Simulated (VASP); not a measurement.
Crystal: AlNi3.

```xyz
4
Lattice="0.0000 2.8019 2.8019 2.8019 0.0000 2.8019 2.8019 2.8019 0.0000" Properties=species:S:1:pos:R:3 pbc="T T T"
Ni    4.2028    4.2028    4.2028
Ni    0.0000    0.0000    0.0000
Ni    1.4009    1.4009    1.4009
Al    2.8019    2.8019    2.8019
```

Base run:

- Program: VASP 6.6.1
- Functional: PBEsol
- Potentials or basis: VASP PAW PBE potentials, release 64 (Ni_sv_GW, Al)
- Cutoff: 590 eV
- k mesh: 7 × 7 × 7
- Occupations: fermi-dirac, width 0.05 eV
- Spin: collinear spin, ferromagnetic start
- Starting moments: [1.0, 1.0, 1.0, 0.0] μB
- Fixed moment: 3 μB

Its results: pressure 3.1 GPa; site moments Ni +0.86, +1.00; Al +0.05 μB.

Q: The run is repeated on the same cell with these changes: fixed moment from 3 μB to 0.8 μB; moments at the start from [1.0, 1.0, 1.0, 0.0] to [0.27, 0.27, 0.27, 0.0]. What comes out?

A: Pressure -3.0 GPa; site moments Ni +0.22, +0.34; Al +0.00 μB.

Caveats: the PAW data sets were made with another functional, which shifts forces and pressure a little; the total moment is fixed, so each spin has its own Fermi level.
